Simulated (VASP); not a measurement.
# SiO2 (Pnnm) in VASP: further runs

The runs below take SiO2 through single point, with PBE.

Everything below comes from runs of VASP 6.6.1. Logs are shortened: lines on timing, memory, paths and dates and some standing lists are left out, and cuts for length are marked.

### 1 The cell of the first run

It takes space group Pnnm (No. 58, orthorhombic). Conventional cell: a = 4.137 Å, b = 4.236 Å, c = 2.690 Å, α = 90.00°, β = 90.00°, γ = 90.00°. Within 2.4 Å of Si (site symmetry 2/m) lie 6 O at 1.78 to 1.83 Å. Within 2.5 Å of O (site symmetry m) lie 3 Si at 1.78 to 1.83 Å and 5 O at 2.34 to 2.47 Å.

### 2 Single point, PBE (atoms displaced along a vibrational mode, the cell strained)

Contents of INCAR:

```
  PREC = Accurate
  ENCUT = 520
  EDIFF = 1E-7
  ISMEAR = 0
  SIGMA = 0.05
  LREAL = F
  LASPH = T
  NELM = 80
  ALGO = Normal
  ISIF = 2
  LWAVE = F
  LCHARG = F
  GGA = PE
  NBANDS = 25
```

Contents of KPOINTS:

```
regular mesh
0
Gamma
  6 6 8
```

Contents of POSCAR:

```
SiO2
1.0
    4.2358788266      0.0000000000      0.0000000000
    0.0000000000      4.1371828499      0.0000000000
    0.0000000000      0.0000000000      2.6897743046
Si O
2 4
Direct
    0.5000000000      0.5000000000      0.5000000000
    0.0000000000      0.0000000000      0.0000000000
    0.7302721762      0.6557534092      0.0000000000
    0.2302721762      0.8442465908      0.5000000000
    0.2697278238      0.3442465908      0.0000000000
    0.7697278238      0.1557534092      0.5000000000
```

Potentials or basis: VASP PAW PBE potentials, release 64 (Si, O).

Run with:

```bash
> cat potpaw_PBE.64/Si/POTCAR potpaw_PBE.64/O/POTCAR > POTCAR
> mpirun -np 1 vasp_std > vasp.out
```

OUTCAR:

```text
PREC = Accurate
   ENCUT = 520
   EDIFF = 1E-7
   ISMEAR = 0
   LREAL = F
   LASPH = T
   NELM = 80
   ISIF = 2
   GGA = PE

 ion  position               nearest neighbor table
   1  0.500  0.500  0.500-   3 1.78   5 1.78   3 1.78   5 1.78   4 1.83   6 1.83
   2  0.000  0.000  0.000-   4 1.78   6 1.78   4 1.78   6 1.78   5 1.83   3 1.83
   3  0.730  0.656  0.000-   1 1.78   1 1.78   2 1.83
   4  0.230  0.844  0.500-   2 1.78   2 1.78   1 1.83
   5  0.270  0.344  0.000-   1 1.78   1 1.78   2 1.83
   6  0.770  0.156  0.500-   2 1.78   2 1.78   1 1.83

  LATTYP: Found a simple orthorhombic cell.
 ALAT       =     2.6897743046
 B/A-ratio  =     1.5381152399
 C/A-ratio  =     1.5748082727

  Lattice vectors:

 A1 = (   0.0000000000,   0.0000000000,  -2.6897743046)
 A2 = (   0.0000000000,   4.1371828499,   0.0000000000)
 A3 = (   4.2358788266,   0.0000000000,   0.0000000000)

Analysis of symmetry for initial positions (statically):
=====================================================================
 Subroutine PRICEL returns:
 Original cell was already a primitive cell.

 Routine SETGRP: Setting up the symmetry group for a
 simple orthorhombic supercell.

 Subroutine GETGRP returns: Found  8 space group operations
 (whereof  4 operations were pure point group operations)
 out of a pool of  8 trial point group operations.

The static configuration has the point symmetry C_2h.
 The point group associated with its full space group is D_2h.

Analysis of symmetry for dynamics (positions and initial velocities):
=====================================================================
 Subroutine PRICEL returns:
 Original cell was already a primitive cell.

 Routine SETGRP: Setting up the symmetry group for a
 simple orthorhombic supercell.

 Subroutine GETGRP returns: Found  8 space group operations
 (whereof  4 operations were pure point group operations)
 out of a pool of  8 trial point group operations.

The dynamic configuration has the point symmetry C_2h.
 The point group associated with its full space group is D_2h.

 Subroutine INISYM returns: Found  8 space group operations
 (whereof  4 operations are pure point group operations),
 and found     1 'primitive' translations

----------------------------------------------------------------------------------------

                                     Primitive cell

  volume of cell :      47.1372

  direct lattice vectors                    reciprocal lattice vectors
     4.235878827  0.000000000  0.000000000     0.236078519  0.000000000  0.000000000
     0.000000000  4.137182850  0.000000000     0.000000000  0.241710371  0.000000000
     0.000000000  0.000000000  2.689774305     0.000000000  0.000000000  0.371778405

  length of vectors
     4.235878827  4.137182850  2.689774305     0.236078519  0.241710371  0.371778405

  position of ions in fractional coordinates (direct lattice)
     0.500000000  0.500000000  0.500000000
     0.000000000  0.000000000  0.000000000
     0.730272176  0.655753409  0.000000000
     0.230272176  0.844246591  0.500000000
     0.269727824  0.344246591  0.000000000
     0.769727824  0.155753409  0.500000000

  ion indices of the primitive-cell ions
   primitive index   ion index
                 1           1
                 2           2
                 3           3
                 4           4
                 5           5
                 6           6

----------------------------------------------------------------------------------------

 KPOINTS: regular mesh

Automatic generation of k-mesh.
 Grid dimensions read from file:
 generate k-points for:    6    6    8

 Generating k-lattice:

  Cartesian coordinates                     Fractional coordinates (reciprocal lattice)
     0.039346420  0.000000000  0.000000000     0.166666667  0.000000000  0.000000000
     0.000000000  0.040285062  0.000000000     0.000000000  0.166666667  0.000000000
     0.000000000  0.000000000  0.046472301     0.000000000  0.000000000  0.125000000

  Length of vectors
     0.039346420  0.040285062  0.046472301

  Shift w.r.t. Gamma in fractional coordinates (k-lattice)
     0.000000000  0.000000000  0.000000000

 Subroutine IBZKPT returns following result:
 ===========================================

 Found     80 irreducible k-points:

 Following reciprocal coordinates:
            Coordinates               Weight
  0.000000  0.000000  0.000000      1.000000
  0.166667  0.000000  0.000000      2.000000
  0.333333  0.000000  0.000000      2.000000
  0.500000  0.000000  0.000000      1.000000
  0.000000  0.166667  0.000000      2.000000
  0.166667  0.166667  0.000000      4.000000
[... 16 lines left out ...]
  0.333333  0.166667  0.125000      8.000000
  0.500000  0.166667  0.125000      4.000000
 [... further k-points ...]
   k-points           NKPTS =     80   k-points in BZ     NKDIM =     80   number of bands    NBANDS=     25
   number of dos      NEDOS =    301   number of ions     NIONS =      6
   total plane-waves  NPLWV =  20480
   dimension x,y,z NGX =    32 NGY =   32 NGZ =   20
   dimension x,y,z NGXF=    64 NGYF=   64 NGZF=   40
   ions per type =               2   4
   NGX,Y,Z   is equivalent  to a cutoff of  12.56, 12.86, 12.36 a.u.
   NGXF,Y,Z  is equivalent  to a cutoff of  25.12, 25.72, 24.72 a.u.
 SYSTEM =  unknown system
   PREC   = accura    normal or accurate (medium, high low for compatibility)
   ISTART =      0    job   : 0-new  1-cont  2-samecut
   ICHARG =      2    charge: 1-file 2-atom 10-const
   ISPIN  =      1    spin polarized calculation?
   LNONCOLLINEAR =      F non collinear calculations
   LSORBIT =      F    spin-orbit coupling
   LASPH  =      T    aspherical Exc in radial PAW
   ENCUT  =  520.0 eV  38.22 Ry    6.18 a.u.   7.88  7.69  5.00*2*pi/ulx,y,z
   NELM   =     80;   NELMIN=  2; NELMDL= -5     # of ELM steps
   EDIFF  = 0.1E-06   stopping-criterion for ELM
   LREAL  =      F    real-space projection
   EDIFFG = 0.1E-05   stopping-criterion for IOM
   NSW    =      0    number of steps for IOM
   IBRION =     -1    ionic relax: 0-MD 1-quasi-New 2-CG
   NFREE  =      0    steps in history (QN), initial steepest desc. (CG)
   ISIF   =      2    stress and relaxation
   ISYM   =      2    0-nonsym 1-usesym 2-fastsym
   POTIM  = 0.5000    time-step for ionic-motion
   TEBEG  =    0.0;   TEEND  =   0.0 temperature during run
   PSTRESS=    0.0 pullay stress
   NELECT =      32.0000    total number of electrons
   NUPDOWN=      -1.0000    fix difference up-down
   EMIN   =  10.00;   EMAX   =-10.00  energy-range for DOS
   EFERMI =   0.00;   METHOD = LEGACY
   ISMEAR =     0;   SIGMA  =   0.05  broadening in eV -4-tet -1-fermi 0-gaus
   EFERMI_NEDOS =   21; number of points for ismear=-14 and -15
   IALGO  =     38    algorithm
   IMIX   =      4    mixing-type and parameters
     AMIX     =   0.40;   BMIX     =  1.00
     AMIX_MAG =   1.60;   BMIX_MAG =  1.00
  volume/ion in A,a.u.               =       7.86        53.02
  Fermi-wavevector in a.u.,A,eV,Ry     =   1.438810  2.718957 28.166432  2.070174
  Thomas-Fermi vector in A             =   2.557735
   LORBIT       =      0    0 simple, 1 ext, 2 COOP (PROOUT), +10 PAW based schemes
   GGA     = PE    functional components
   LHFCALC =     F    Hartree Fock is set to
   AEXX    =    0.0000 exact exchange contribution
   IVDW    =     0    specifies the selected vdW correction
   LEPSILON=     F    determine dielectric tensor
   LRPA    =     F    only Hartree local field effects (RPA)
 non-spin polarized calculation
 Gauss-broadening in eV      SIGMA  =   0.05
  energy-cutoff  :      520.00
  volume of cell :       47.14
 maximum number of plane-waves:      1296
 NGX is ok and might be reduce to    32
   NGX = 15   NGY = 15   NGZ = 11

 number of electron      32.0000000 magnetization

 Free energy of the ion-electron system (eV)
  ---------------------------------------------------
  ext. energy  EPLUGINS =         0.00000000
  ---------------------------------------------------
  free energy    TOTEN  =       -45.88970955 eV

  energy without entropy =      -45.88970955  energy(sigma->0) =      -45.88970955

 E-fermi :   8.0020     XC(G=0): -12.2436

 val. band max:        7.7981985273   @ k =   0.1667   0.0000   0.0000
 cond. band min:      13.2141822855   @ k =   0.0000   0.0000   0.0000
 fundamental gap:      5.4159837582
 Fermi energy:         8.0019714801

 k-point     1 :       0.0000    0.0000    0.0000
  band No.  band energies     occupation
      1     -14.2247      2.00000
      2     -10.9856      2.00000
      3     -10.3939      2.00000
      4     -10.2690      2.00000
      5      -2.6342      2.00000
      6       0.9739      2.00000
[... 17 lines left out ...]
     24      22.9261      0.00000
     25      23.0009      0.00000

 k-point     2 :       0.1667    0.0000    0.0000
  band No.  band energies     occupation
      1     -14.0840      2.00000
      2     -11.4486      2.00000
      3     -10.2333      2.00000
      4     -10.1918      2.00000
      5      -2.3838      2.00000
      6       0.4491      2.00000
[... 17 lines left out ...]
     24      22.5214      0.00000
     25      22.8401      0.00000

 k-point     3 :       0.3333    0.0000    0.0000
  band No.  band energies     occupation
      1     -13.6737      2.00000
      2     -12.2431      2.00000
      3     -10.1452      2.00000
      4     -10.0517      2.00000
      5      -1.8272      2.00000
      6      -0.4228      2.00000
[... 552 lines left out ...]
 k-point    23 :       0.3333    0.1667    0.1250
  band No.  band energies     occupation
      1     -13.3478      2.00000
      2     -12.0237      2.00000
      3     -10.4766      2.00000
      4     -10.0189      2.00000
      5      -1.4154      2.00000
      6      -0.0958      2.00000
[... 17 lines left out ...]
     24      21.4564      0.00000
     25      22.4637      0.00000

 k-point    24 :       0.5000    0.1667    0.1250
  band No.  band energies     occupation
      1     -12.7450      2.00000
      2     -12.7450      2.00000
      3     -10.2334      2.00000
      4     -10.2334      2.00000
      5      -0.7587      2.00000
      6      -0.7587      2.00000
[... 17 lines left out ...]
     24      21.1115      0.00000
     25      22.4714      0.00000

 [... further k-points ...]

------------------------ aborting loop because EDIFF is reached ----------------------------------------

  FORCE on cell =-STRESS in cart. coord.  units (eV):
  Direction    XX          YY          ZZ          XY          YZ          ZX
  --------------------------------------------------------------------------------------
  -------------------------------------------------------------------------------------
  Total       -2.7195953      5.0222542      0.6159821      0.0000000      0.0000000      0.0000000
  in kB      -92.4380518    170.7045877     20.9370049      0.0000000      0.0000000      0.0000000
  external PRESSURE =      33.0678469 kB  Pullay stress =       0.0000000 kB

 VOLUME and BASIS-vectors are now :
 -----------------------------------------------------------------------------
  energy-cutoff  :      520.00
  volume of cell :       47.14
      direct lattice vectors                 reciprocal lattice vectors
     4.235878827  0.000000000  0.000000000     0.236078519  0.000000000  0.000000000
     0.000000000  4.137182850  0.000000000     0.000000000  0.241710371  0.000000000
     0.000000000  0.000000000  2.689774305     0.000000000  0.000000000  0.371778405

 POSITION                                       TOTAL-FORCE (eV/Angst)
 -----------------------------------------------------------------------------------
      2.11794      2.06859      1.34489        -0.000000      0.000000      0.000000
      0.00000      0.00000      0.00000        -0.000000      0.000000      0.000000
      3.09334      2.71297      0.00000        -0.771845      0.527535     -0.000000
      0.97541      3.49280      1.34489        -0.771845     -0.527535      0.000000
      1.14253      1.42421      0.00000         0.771845     -0.527535      0.000000
      3.26047      0.64438      1.34489         0.771845      0.527535      0.000000
 -----------------------------------------------------------------------------------
    total drift:                                0.000000      0.000000      0.000000

  FREE ENERGIE OF THE ION-ELECTRON SYSTEM (eV)
  ---------------------------------------------------
  free  energy   TOTEN  =       -45.8897095544 eV

  energy  without entropy=      -45.8897095544  energy(sigma->0) =      -45.88970955
```

It took 1.9 min on 1 thread of Intel Xeon 8259CL, shared host; peak memory 0.2 GiB.

Results:

```
Free energy            : -45.8897 eV
Pressure               : 3.3 GPa
Largest force          : 0.935 eV/Å
Band gap on the k mesh : 5.42 eV (least direct gap 5.43 eV)
```

Forces on the atoms (eV/Å):
```
Si   0.000  0.000  0.000
Si   0.000  0.000  0.000
O   -0.772  0.528  0.000
O   -0.772 -0.528  0.000
O    0.772 -0.528  0.000
O    0.772  0.528  0.000
```

Stress tensor (GPa, compression positive):
```
-9.24  0.00  0.00
 0.00 17.07  0.00
 0.00  0.00  2.09
```

Caveat: the cell differs from its parent crystal (atoms displaced along a vibrational mode, the cell strained); the stress differs along the axes, from -9 to 17 GPa.

### 3 Single point, PBE (atoms displaced along a vibrational mode)

Contents of INCAR:

```
SYSTEM = SiO2
PREC = Accurate ; ENCUT = 520
EDIFF = 1E-6 ; ISMEAR = 0
SIGMA = 0.05 ; LREAL = .FALSE.
LASPH = .TRUE. ; NELM = 60
ALGO = Normal ; ISIF = 2
LWAVE = .FALSE. ; LCHARG = .TRUE.
GGA = PE ; LELF = .TRUE.
LVHAR = .TRUE. ; NBANDS = 25
```

Contents of KPOINTS:

```
regular mesh
0
G
  6 6 8
  0 0 0
```

Contents of POSCAR:

```
SiO2
1.0
    4.2358788266      0.0000000000      0.0000000000
    0.0000000000      4.2358788266      0.0000000000
    0.0000000000      0.0000000000      2.6897743046
Si O
2 4
Direct
    0.5000000000      0.5000000000      0.5000000000
    0.0000000000      0.0000000000      0.0000000000
    0.6464385634      0.7395870220      0.0000000000
    0.1464385634      0.7604129780      0.5000000000
    0.3535614366      0.2604129780      0.0000000000
    0.8535614366      0.2395870220      0.5000000000
```

Potentials or basis: VASP PAW PBE potentials, release 64 (Si, O).

Run with:

```bash
> cat potpaw_PBE.64/Si/POTCAR potpaw_PBE.64/O/POTCAR > POTCAR
> mpirun -np 1 vasp_std > vasp.out
```

Run time: 99 s. Hardware: 1 thread of Intel Xeon 8259CL, shared host; peak memory 0.2 GiB.

The run converged. Its results:

```yaml
Free_energy: -45.7276 eV
Pressure: -4.7 GPa
Largest_force: 1.363 eV/Å
Band_gap_on_the_k_mesh: 5.01 eV
```

Forces on the atoms (eV/Å):
```
Si   0.000  0.000  0.000
Si   0.000  0.000  0.000
O    0.617 -1.215  0.000
O    0.617  1.215  0.000
O   -0.617  1.215  0.000
O   -0.617 -1.215  0.000
```

Stress tensor (GPa, compression positive):
```
  5.73   0.00   0.00
  0.00 -15.39   0.00
  0.00   0.00  -4.50
```

Levels at points of the mesh, in eV from the valence-band top:
| k point | band 14 | band 15 | band 16 | band 17 | band 18 | band 19 |
| --- | --- | --- | --- | --- | --- | --- |
| (0.00, 0.00, 0.00) | -0.49 | -0.24 | 0.00 | 5.01 | 6.88 | 8.58 |
| (0.50, 0.00, 0.00) | -2.12 | -0.92 | -0.92 | 7.59 | 7.59 | 9.29 |
| (0.00, 0.50, 0.00) | -1.96 | -0.05 | -0.05 | 6.67 | 6.67 | 8.73 |
| (0.50, 0.50, 0.00) | -2.51 | -1.50 | -1.50 | 7.22 | 7.22 | 9.67 |
| (0.00, 0.00, 0.50) | -2.61 | -1.61 | -1.61 | 8.21 | 8.21 | 11.96 |
| (0.50, 0.00, 0.50) | -1.68 | -1.22 | -1.22 | 7.63 | 7.63 | 9.23 |
| (0.00, 0.50, 0.50) | -2.41 | -0.92 | -0.92 | 8.76 | 8.76 | 9.45 |
| (0.50, 0.50, 0.50) | -1.47 | -0.78 | -0.78 | 6.76 | 6.76 | 10.65 |

Caveat: the cell differs from its parent crystal (atoms displaced along a vibrational mode); the stress differs along the axes, from -15 to 6 GPa; forces of over 1 eV/Å act on the atoms, so gaps and moduli don't describe the material at rest. A k mesh can miss the band edges.
